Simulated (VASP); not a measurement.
A run of VASP 6.6.1:

Contents of INCAR:

```
PREC = Accurate ; ENCUT = 520
EDIFF = 1E-8 ; ISMEAR = -1
SIGMA = 0.05 ; LREAL = False
LASPH = True ; NELM = 60
ALGO = Normal ; ISIF = 2
LWAVE = False ; LCHARG = False
GGA = PE ; LEFG = True
NBANDS = 11
```

Contents of KPOINTS:

```
regular mesh
0
Gamma
  18 18 18
```

POSCAR

```
C
1.0
    0.0000000000      2.1482700000      3.3480000000
    1.2402800000      0.0000000000      3.3480000000
    1.2402800000      2.1482700000      0.0000000000
C
2
Direct
    0.1666700000      0.8333300000      0.1666700000
    0.8333300000      0.1666700000      0.8333300000
```

Potentials or basis: VASP PAW PBE potentials, release 64 (C).

Command:

```bash
$ cat potpaw_PBE.64/C/POTCAR > POTCAR
$ mpirun -np 1 vasp_std > vasp.out
```

Hardware: 1 thread of Intel Xeon 6975P-C, on a shared host.

Task: How long does it take, and how much memory?

Result: It took 2.7 min on 1 thread of Intel Xeon 6975P-C (shared host), peak memory 0.25 GiB. Counts: scf iterations 14, k points 865.
